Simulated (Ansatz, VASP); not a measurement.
## Two plane-wave programs on Br

```xyz
4
Lattice="3.3281 -1.9517 0.0000 3.3281 1.9517 0.0000 0.0000 0.0000 8.4732" Properties=species:S:1:pos:R:3 pbc="T T T"
Br    3.3281   -1.3298    1.0246
Br    3.3281   -0.6219    5.2612
Br    3.3281    1.3298    7.4486
Br    3.3281    0.6219    3.2120
```

Alike in both runs: task single point; functional LDA; k mesh 9 × 9 × 4; occupations gaussian, width 0.01 eV; no spin polarisation.

|  | VASP | Ansatz |
| --- | --- | --- |
| version | VASP 6.6.1 | Ansatz 0.2.0 |
| potentials or method | VASP PAW LDA potentials, release 64 (Br), cutoff 520 eV | plane waves (420 eV) with PAW, scalar-relativistic |
| valence electrons in the cell | 28 | 28 |

```tsv
	VASP	Ansatz	Ansatz less VASP
pressure (GPa)	0.0	0.0	-0.08
traceless stress, the component that is largest in VASP (GPa)	0.07	0.07	+0.001
```

Ansatz warns that its potentials were made for another functional, while VASP's fit it. LDA's correlation is that of Perdew and Zunger in VASP and of Perdew and Wang (1992) in Ansatz.
